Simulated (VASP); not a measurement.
# AlRu (P1) in VASP: single point with r2SCAN+D4+U

Aim: the single point of AlRu with r2SCAN+D4+U.

All numbers are computed with VASP 6.6.1; they aren't measurements. Logs are shortened: lines on timing, memory, paths and dates and some standing lists are left out, and cuts for length are marked.

### 1 The cell of the first run

The typed cell holds 2 atoms: a = 2.992 Å, b = 2.992 Å, c = 2.992 Å, α = 90.00°, β = 90.00°, γ = 90.00°.

### 2 Single point, r2SCAN+D4+U (atoms moved at random)

Contents of POSCAR:

```
AlRu
1.0
    2.9916000000      0.0000000000      0.0000000000
    0.0000000000      2.9916000000      0.0000000000
    0.0000000000      0.0000000000      2.9916000000
Ru Al
1 1
Direct
    0.4908160000      0.5166880000      0.5246310000
   -0.0018090000     -0.0392530000     -0.0254800000
```

Contents of INCAR.step1:

```
SYSTEM = AlRu
PREC     = Accurate       ! precision mode
ENCUT    = 520            ! plane-wave cutoff, eV
ISMEAR   = -5             ! smearing method
SIGMA    = 0.05           ! smearing width, eV
LREAL    = .False.        ! projectors in reciprocal space
LASPH    = .True.         ! aspherical terms in the spheres
NELM     = 150            ! most SCF steps
LMAXMIX  = 4              ! l up to which the mixer works
LDAU     = .True.         ! DFT+U
LDAUTYPE = 2            
LDAUL    = 2 -1           ! shell
LDAUU    = 4.5 0          ! U, eV
LDAUJ    = 0 0          
NBANDS   = 16             ! bands
GGA      = PE             ! functional
ALGO     = Normal         ! electronic algorithm
EDIFF    = 1E-4           ! SCF threshold, eV
LWAVE    = .True.         ! write WAVECAR
LCHARG   = .False.        ! write CHGCAR
```

Contents of INCAR.step2:

```
SYSTEM = AlRu
PREC     = Accurate       ! precision mode
ENCUT    = 520            ! plane-wave cutoff, eV
EDIFF    = 1E-7           ! SCF threshold, eV
ISMEAR   = -5             ! smearing method
SIGMA    = 0.05           ! smearing width, eV
LREAL    = .False.        ! projectors in reciprocal space
LASPH    = .True.         ! aspherical terms in the spheres
NELM     = 150            ! most SCF steps
ALGO     = Normal         ! electronic algorithm
ISIF     = 2              ! what is computed and relaxed
LWAVE    = .False.        ! write WAVECAR
LCHARG   = .False.        ! write CHGCAR
LMAXMIX  = 4              ! l up to which the mixer works
LDAU     = .True.         ! DFT+U
LDAUTYPE = 2            
LDAUL    = 2 -1           ! shell
LDAUU    = 4.5 0          ! U, eV
LDAUJ    = 0 0          
LDAUPRINT= 1            
METAGGA  = R2SCAN         ! meta-GGA
LMIXTAU  = .True.       
IVDW     = 13             ! dispersion correction
VDW_S6   = 1.0          
VDW_S8   = 0.6018749    
VDW_A1   = 0.51559235   
VDW_A2   = 5.77342911   
NBANDS   = 16             ! bands
ISTART   = 1
```

Contents of KPOINTS:

```
regular mesh
0
Gamma
  9 9 9
  0 0 0
```

Potentials or basis: VASP PAW PBE potentials, release 64 (Ru_pv, Al).

Command:

```bash
> cat potpaw_PBE.64/Ru_pv/POTCAR potpaw_PBE.64/Al/POTCAR > POTCAR
> cp INCAR.step1 INCAR
> mpirun -np 1 vasp_std > vasp.out
> cp INCAR.step2 INCAR
> mpirun -np 1 vasp_std > vasp.out
```

OUTCAR:

```text
SYSTEM = AlRu
   PREC = Accurate
   ENCUT = 520
   EDIFF = 1E-7
   ISMEAR = -5
   LREAL = .False.
   LASPH = .True.
   NELM = 150
   ISIF = 2
   METAGGA = R2SCAN
   IVDW = 13
   ISTART = 1

 ion  position               nearest neighbor table
   1  0.491  0.517  0.525-   2 2.40   2 2.42   2 2.58   2 2.60   2 2.60   2 2.62   2 2.77   2 2.79

   2  0.998  0.961  0.975-   1 2.40   1 2.42   1 2.58   1 2.60   1 2.60   1 2.62   1 2.77   1 2.79

  LATTYP: Found a simple cubic cell.
 ALAT       =     2.9916000000

  Lattice vectors:

 A1 = (   2.9916000000,   0.0000000000,   0.0000000000)
 A2 = (   0.0000000000,   2.9916000000,   0.0000000000)
 A3 = (   0.0000000000,   0.0000000000,   2.9916000000)

Analysis of symmetry for initial positions (statically):
=====================================================================
 Subroutine PRICEL returns:
 Original cell was already a primitive cell.

 Routine SETGRP: Setting up the symmetry group for a
 simple cubic supercell.

 Subroutine GETGRP returns: Found  1 space group operations
 (whereof  1 operations were pure point group operations)
 out of a pool of 48 trial point group operations.

The static configuration has the point symmetry C_1 .

Analysis of symmetry for dynamics (positions and initial velocities):
=====================================================================
 Subroutine PRICEL returns:
 Original cell was already a primitive cell.

 Routine SETGRP: Setting up the symmetry group for a
 simple cubic supercell.

 Subroutine GETGRP returns: Found  1 space group operations
 (whereof  1 operations were pure point group operations)
 out of a pool of 48 trial point group operations.

The dynamic configuration has the point symmetry C_1 .

 Subroutine INISYM returns: Found  1 space group operations
 (whereof  1 operations are pure point group operations),
 and found     1 'primitive' translations

----------------------------------------------------------------------------------------

                                     Primitive cell

  volume of cell :      26.7738

  direct lattice vectors                    reciprocal lattice vectors
     2.991600000  0.000000000  0.000000000     0.334269287  0.000000000  0.000000000
     0.000000000  2.991600000  0.000000000     0.000000000  0.334269287  0.000000000
     0.000000000  0.000000000  2.991600000     0.000000000  0.000000000  0.334269287

  length of vectors
     2.991600000  2.991600000  2.991600000     0.334269287  0.334269287  0.334269287

  position of ions in fractional coordinates (direct lattice)
     0.490816000  0.516688000  0.524631000
     0.998191000  0.960747000  0.974520000

  ion indices of the primitive-cell ions
   primitive index   ion index
                 1           1
                 2           2

----------------------------------------------------------------------------------------

 KPOINTS: regular mesh

Automatic generation of k-mesh.
 Grid dimensions read from file:
 generate k-points for:    9    9    9

 Generating k-lattice:

  Cartesian coordinates                     Fractional coordinates (reciprocal lattice)
     0.037141032  0.000000000  0.000000000     0.111111111  0.000000000  0.000000000
     0.000000000  0.037141032  0.000000000     0.000000000  0.111111111  0.000000000
     0.000000000  0.000000000  0.037141032     0.000000000  0.000000000  0.111111111

  Length of vectors
     0.037141032  0.037141032  0.037141032

  Shift w.r.t. Gamma in fractional coordinates (k-lattice)
     0.000000000  0.000000000  0.000000000

 TETIRR: Found   2184 inequivalent tetrahedra from     4374

 Subroutine IBZKPT returns following result:
 ===========================================

 Found    365 irreducible k-points:

[... 37 lines left out ...]
   ISTART =      1    job   : 0-new  1-cont  2-samecut
   ICHARG =      0    charge: 1-file 2-atom 10-const
   ISPIN  =      1    spin polarized calculation?
   LNONCOLLINEAR =      F non collinear calculations
   LSORBIT =      F    spin-orbit coupling
   LASPH  =      T    aspherical Exc in radial PAW
   ENCUT  =  520.0 eV  38.22 Ry    6.18 a.u.   5.56  5.56  5.56*2*pi/ulx,y,z
   NELM   =    150;   NELMIN=  2; NELMDL=  0     # of ELM steps
   EDIFF  = 0.1E-06   stopping-criterion for ELM
   LREAL  =      F    real-space projection
   EDIFFG = 0.1E-05   stopping-criterion for IOM
   NSW    =      0    number of steps for IOM
   IBRION =     -1    ionic relax: 0-MD 1-quasi-New 2-CG
   NFREE  =      0    steps in history (QN), initial steepest desc. (CG)
   ISIF   =      2    stress and relaxation
   ISYM   =      2    0-nonsym 1-usesym 2-fastsym
   POTIM  = 0.5000    time-step for ionic-motion
   TEBEG  =    0.0;   TEEND  =   0.0 temperature during run
   PSTRESS=    0.0 pullay stress
   NELECT =      17.0000    total number of electrons
   NUPDOWN=      -1.0000    fix difference up-down
   EMIN   =  10.00;   EMAX   =-10.00  energy-range for DOS
   EFERMI =   0.00;   METHOD = LEGACY
   ISMEAR =    -5;   SIGMA  =   0.05  broadening in eV -4-tet -1-fermi 0-gaus
   EFERMI_NEDOS =   21; number of points for ismear=-14 and -15
   IALGO  =     38    algorithm
   IMIX   =      4    mixing-type and parameters
     AMIX     =   0.40;   BMIX     =  1.00
     AMIX_MAG =   1.60;   BMIX_MAG =  1.00
  volume/ion in A,a.u.               =      13.39        90.34
  Fermi-wavevector in a.u.,A,eV,Ry     =   1.407087  2.659009 26.938090  1.979894
  Thomas-Fermi vector in A             =   2.529382
   LORBIT       =      0    0 simple, 1 ext, 2 COOP (PROOUT), +10 PAW based schemes
 LDA+U is selected, type is set to LDAUTYPE =  2
   angular momentum for each species LDAUL =     2   -1
   U (eV)           for each species LDAUU =   4.5  0.0
   J (eV)           for each species LDAUJ =   0.0  0.0
   METAGGA = R2SCAN    functional components
   LHFCALC =     F    Hartree Fock is set to
   AEXX    =    0.0000 exact exchange contribution
   IVDW    =    13    specifies the selected vdW correction
   LEPSILON=     F    determine dielectric tensor
   LRPA    =     F    only Hartree local field effects (RPA)
 non-spin polarized calculation
 Fermi weights with tetrahedron method with Bloechl corrections
  energy-cutoff  :      520.00
  volume of cell :       26.77
 maximum number of plane-waves:       739
   NGX = 11   NGY = 11   NGZ = 11

atom =   1  type =  1  l = 2

 onsite density matrix

spin component  1

  0.7517 -0.0003  0.0001  0.0055 -0.0002
 -0.0003  0.7500 -0.0010 -0.0012  0.0021
  0.0001 -0.0010  0.4759  0.0003 -0.0010
  0.0055 -0.0012  0.0003  0.7521  0.0009
 -0.0002  0.0021 -0.0010  0.0009  0.4760

spin component  2

  0.7517 -0.0003  0.0001  0.0055 -0.0002
 -0.0003  0.7500 -0.0010 -0.0012  0.0021
  0.0001 -0.0010  0.4759  0.0003 -0.0010
  0.0055 -0.0012  0.0003  0.7521  0.0009
 -0.0002  0.0021 -0.0010  0.0009  0.4760

 occupancies and eigenvectors

  o =  0.4750  v =  0.0003 -0.0026  0.7249 -0.0031  0.6889  0.0000  0.0000  0.0000  0.0000  0.0000      0.0000  0.0000  0.0000  0.0000  0.0000  0.0000  0.0000  0.0000  0.0000  0.0000
  o =  0.4750  v =  0.0000  0.0000  0.0000  0.0000  0.0000  0.0003 -0.0026  0.7249 -0.0031  0.6889      0.0000  0.0000  0.0000  0.0000  0.0000  0.0000  0.0000  0.0000  0.0000  0.0000
  o =  0.4770  v = -0.0008  0.0083  0.6889  0.0015 -0.7248  0.0000  0.0000  0.0000  0.0000  0.0000      0.0000  0.0000  0.0000  0.0000  0.0000  0.0000  0.0000  0.0000  0.0000  0.0000
  o =  0.4770  v =  0.0000  0.0000  0.0000  0.0000  0.0000 -0.0008  0.0083  0.6889  0.0015 -0.7248      0.0000  0.0000  0.0000  0.0000  0.0000  0.0000  0.0000  0.0000  0.0000  0.0000
  o =  0.7463  v =  0.0000  0.0000  0.0000  0.0000  0.0000  0.6980 -0.1720  0.0001 -0.6951 -0.0041      0.0000  0.0000  0.0000  0.0000  0.0000  0.0000  0.0000  0.0000  0.0000  0.0000
  o =  0.7463  v =  0.6980 -0.1720  0.0001 -0.6951 -0.0041  0.0000  0.0000  0.0000  0.0000  0.0000      0.0000  0.0000  0.0000  0.0000  0.0000  0.0000  0.0000  0.0000  0.0000  0.0000
  o =  0.7499  v =  0.0000  0.0000  0.0000  0.0000  0.0000 -0.2203 -0.9752  0.0037  0.0201 -0.0074      0.0000  0.0000  0.0000  0.0000  0.0000  0.0000  0.0000  0.0000  0.0000  0.0000
  o =  0.7499  v = -0.2203 -0.9752  0.0037  0.0201 -0.0074  0.0000  0.0000  0.0000  0.0000  0.0000      0.0000  0.0000  0.0000  0.0000  0.0000  0.0000  0.0000  0.0000  0.0000  0.0000
  o =  0.7575  v = -0.6813  0.1391 -0.0016 -0.7186 -0.0007  0.0000  0.0000  0.0000  0.0000  0.0000      0.0000  0.0000  0.0000  0.0000  0.0000  0.0000  0.0000  0.0000  0.0000  0.0000
  o =  0.7575  v =  0.0000  0.0000  0.0000  0.0000  0.0000 -0.6813  0.1391 -0.0016 -0.7186 -0.0007      0.0000  0.0000  0.0000  0.0000  0.0000  0.0000  0.0000  0.0000  0.0000  0.0000

 number of electron      17.0000001 magnetization

 Free energy of the ion-electron system (eV)
  ---------------------------------------------------
  ext. energy  EPLUGINS =         0.00000000
  ---------------------------------------------------
  free energy    TOTEN  =       -28.40279170 eV

  energy without entropy =      -28.40279170  energy(sigma->0) =      -28.40279170

 E-fermi :  10.0884     XC(G=0): -13.5556

 val. band max:       10.3755889058   @ k =   0.3333  -0.3333   0.4444
 cond. band min:      10.0450685792   @ k =  -0.2222  -0.3333   0.3333
 fundamental gap:     -0.3305203266
 Fermi energy:        10.0884254868

 k-point     1 :       0.0000    0.0000    0.0000
  band No.  band energies     occupation
      1     -32.0880      2.00000
      2     -32.0781      2.00000
      3     -32.0582      2.00000
      4       0.4116      2.00000
      5       7.1423      2.00000
      6       7.1730      2.00000
[... 433 lines left out ...]
      3     -32.0561      2.00000
      4       1.6153      2.00000
      5       7.2705      2.00000
      6       7.5677      2.00000
[... 8 lines left out ...]
     15      24.5716      0.00000
     16      27.4087      0.00000

 [... further k-points ...]

------------------------ aborting loop because EDIFF is reached ----------------------------------------

  DFT-D4 for vdW energy calculation

  Edisp (eV):   -0.31899

  FORCE on cell =-STRESS in cart. coord.  units (eV):
  Direction    XX          YY          ZZ          XY          YZ          ZX
  --------------------------------------------------------------------------------------
  -------------------------------------------------------------------------------------
  Total      -0.14249    -0.42450    -0.36706    -0.09724     0.64480    -0.10052
  in kB      -8.52650   -25.40243   -21.96511    -5.81917    38.58539    -6.01547
  external pressure =      -18.63 kB  Pullay stress =        0.00 kB

 VOLUME and BASIS-vectors are now :
 -----------------------------------------------------------------------------
  energy-cutoff  :      520.00
  volume of cell :       26.77
      direct lattice vectors                 reciprocal lattice vectors
     2.991600000  0.000000000  0.000000000     0.334269287  0.000000000  0.000000000
     0.000000000  2.991600000  0.000000000     0.000000000  0.334269287  0.000000000
     0.000000000  0.000000000  2.991600000     0.000000000  0.000000000  0.334269287

 POSITION                                       TOTAL-FORCE (eV/Angst)
 -----------------------------------------------------------------------------------
      1.46833      1.54572      1.56949         0.182026     -1.252173     -1.143621
      2.98619      2.87417      2.91537        -0.182026      1.252173      1.143621
 -----------------------------------------------------------------------------------
    total drift:                               -0.000103      0.000408     -0.000240

  FREE ENERGIE OF THE ION-ELECTRON SYSTEM (eV)
  ---------------------------------------------------
  free  energy   TOTEN  =       -28.7217847238 eV

  energy  without entropy=      -28.7217847238  energy(sigma->0) =      -28.72178472
```

Run time: 5.7 min. Hardware: 1 thread of Intel Xeon Platinum 8488C (Sapphire Rapids), shared host; peak memory 0.27 GiB.

What came out:

| Property | Result |
| --- | --- |
| Free energy | -28.7218 eV |
| Pressure | -1.9 GPa |
| Largest force | 1.706 eV/Å |
| Dispersion energy per atom | -0.159 eV |

Forces in eV/Å, atoms in the order of the input:
```
Ru   0.182 -1.252 -1.144
Al  -0.182  1.252  1.144
```

Stress tensor (GPa, compression positive):
```
-0.85 -0.58 -0.60
-0.58 -2.54  3.86
-0.60  3.86 -2.20
```

Eigenvalues of the final occupation matrices:
| site | spin | trace | eigenvalues |
| --- | --- | --- | --- |
| site 1 d | 1 | 3.21 | 0.47 0.48 0.75 0.75 0.76 |
| site 1 d | 2 | 3.21 | 0.47 0.48 0.75 0.75 0.76 |

Caveat: the cell differs from its parent crystal (atoms moved at random); the PAW data sets were made with another functional, which shifts forces and pressure a little; U without spin polarisation on a metal has little footing; pairwise dispersion overbinds metals, which lowers pressure and volume; the U is typed as a test and isn't derived for this compound; tetrahedron occupations give inexact forces and stress in metals.
